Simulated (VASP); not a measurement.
Set up this calculation in VASP 6.6.1, as the native input.

```
Task                   : single point
Functional             : PBE
Potentials or basis    : VASP PAW PBE potentials, release 64 (Be, Mg, S, Zn)
Cutoff                 : 520 eV
k mesh                 : 3 × 2 × 2
Occupations            : gaussian, width 0.1 eV
Spin                   : no spin polarisation
Dipole correction      : no
Further INCAR settings : LREAL = Auto; ALGO = Normal; EDIFF = 1e-06; NBANDS = 81; ISYM = 0
```

The structure of Mg4Be5Zn3S12 lies in POSCAR:

```
Mg4Be5Zn3S12
1.0
    5.5666222472      3.2135293401      0.0338914038
    0.0179822545      6.4593102658      6.1315321342
    5.6416818330     -3.2801385926      6.2021576272
Be Mg S Zn
5 4 12 3
Direct
    0.1666816002      0.5068184189      0.4865958421
    0.1612001448      0.8456544522      0.1821091765
    0.6735431422      0.6744344936      0.3290027557
    0.6564966862      0.9946208828      0.0179455736
    0.0879906587      0.2514474318      0.2473251590
    0.6809529346      0.3260208095      0.6491316299
    0.0733229364      0.5923062493      0.9245089145
    0.5676359826      0.4193586905      0.1012353682
    0.5830927077      0.7566614978      0.7509782230
    0.9874013370      0.3422373314      0.0418216911
    0.0041193971      0.6702094107      0.6660579543
    0.9856509754      0.0365745728      0.3439499469
    0.4911765956      0.5135104521      0.8525877942
    0.4949794581      0.8450492460      0.5039498721
    0.4585811028      0.1758015624      0.1819902171
    0.9217348221      0.4511235611      0.4058487264
    0.8838754592      0.7921309901      0.1260900929
    0.8819148108      0.0788065446      0.7949523850
    0.3816283770      0.6291815875      0.2874741481
    0.3968120952      0.9317425056      0.9693588632
    0.3614311598      0.2822629375      0.5924457732
    0.1604767134      0.1608802591      0.8446284149
    0.0870157716      0.9122121786      0.5776323130
    0.5783574001      0.0861535664      0.4075852619
```

These files were run (other wordings do the same):

INCAR

```
SYSTEM = Mg4Be5Zn3S12
PREC     = Accurate       ! precision mode
ENCUT    = 520            ! plane-wave cutoff, eV
EDIFF    = 1E-6           ! SCF threshold, eV
ISMEAR   = 0              ! smearing method
SIGMA    = 0.1            ! smearing width, eV
LREAL    = Auto         
LASPH    = .TRUE.         ! aspherical terms in the spheres
NELM     = 80             ! most SCF steps
ALGO     = Normal         ! electronic algorithm
ISIF     = 2              ! what is computed and relaxed
LWAVE    = .FALSE.        ! write WAVECAR
LCHARG   = .TRUE.         ! write CHGCAR
GGA      = PE             ! functional
LELF     = .TRUE.         ! ELF
LVHAR    = .TRUE.       
NBANDS   = 81             ! bands
ISYM     = 0
```

KPOINTS

```
regular mesh
0
G
  3 2 2
  0 0 0
```

Potentials or basis: VASP PAW PBE potentials, release 64 (Be, Mg, S, Zn).

Command:

```sh
$ cat potpaw_PBE.64/Be/POTCAR potpaw_PBE.64/Mg/POTCAR potpaw_PBE.64/S/POTCAR potpaw_PBE.64/Zn/POTCAR > POTCAR
$ mpirun -np 1 vasp_std > vasp.out
```

It gave:

The pressure is 0.0 GPa, the largest force is 0.041 eV/Å and the band gap on the k mesh is 3.34 eV.

Wall time 5.2 min on 1 thread of Intel(R) Xeon(R) 6975P-C (Granite Rapids) (shared host), peak memory 0.6 GiB.
